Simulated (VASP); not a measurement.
LiSb3O2: single point with r2SCAN

Crystal: LiSb3O2.

```xyz
12
Lattice="-0.0117 0.0087 6.3293 6.6565 0.0026 -0.0123 3.3363 5.4941 -3.1632" Properties=species:S:1:pos:R:3 pbc="T T T"
Sb    8.2260    2.8408    1.6255
Sb    8.0885    2.7540   -1.5630
Sb    4.9955    2.7320    4.6622
Sb    4.9432    2.7487    1.6816
Sb    3.3726    5.3622    3.1131
Sb    9.8615    5.4526    0.1398
O     2.2082    1.0343    0.0952
O     7.8224    4.5042    3.1496
O     5.2955    4.5114   -0.0154
O     4.4656    1.0260    3.1428
Li    3.3306    0.0416    1.6423
Li    3.3063    0.0788    4.7884
```

```yaml
Program: VASP 6.6.1
Task: single point
Functional: r2SCAN
Potentials_or_basis: VASP PAW PBE potentials, release 64 (Sb, O, Li_sv)
Cutoff: 520 eV
k_mesh: 4 × 3 × 4, shifted
Occupations: fermi-dirac, width 0.1 eV
Spin: no spin polarisation
```

- Largest force: 1.256 eV/Å
- Band gap on the k mesh: zero (bands 30 and 31 overlap by 0.29 eV)
- Valence electrons inside the program's atomic spheres: Sb 2.26, 2.27 (each value once); O 4.90, 4.94, 4.91, 4.96; Li 2.02

Forces on the atoms (eV/Å):
```
Sb   0.159 -0.369 -0.189
Sb   0.422 -0.151 -0.033
Sb  -0.202  0.419  0.717
Sb   0.003  0.045 -0.485
Sb   0.174  0.310  0.737
Sb   0.678 -0.368 -0.737
O   -1.205  0.062 -0.347
O    0.596 -0.165 -0.089
O   -0.499 -0.219  0.180
O    0.284  0.222  0.209
Li  -0.248  0.101 -0.094
Li  -0.161  0.112  0.132
```

Levels at points of the mesh, in eV from the Fermi level:
```csv
k point,band 27,band 28,band 29,band 30,band 31,band 32,band 33,band 34
"(0.12, 0.00, 0.00)",-2.02,-1.85,-0.92,0.19,1.26,1.64,1.89,2.24
```

Run time: 20 min on 1 thread of Intel(R) Xeon(R) Platinum 8259CL CPU @ 2.50GHz (Skylake/Cascade Lake), on a shared host, peak memory 0.47 GiB.

Caveat: the PAW data sets were made with another functional, which shifts forces and pressure a little; spin-orbit coupling is left out, which moves the levels of the heavy elements.
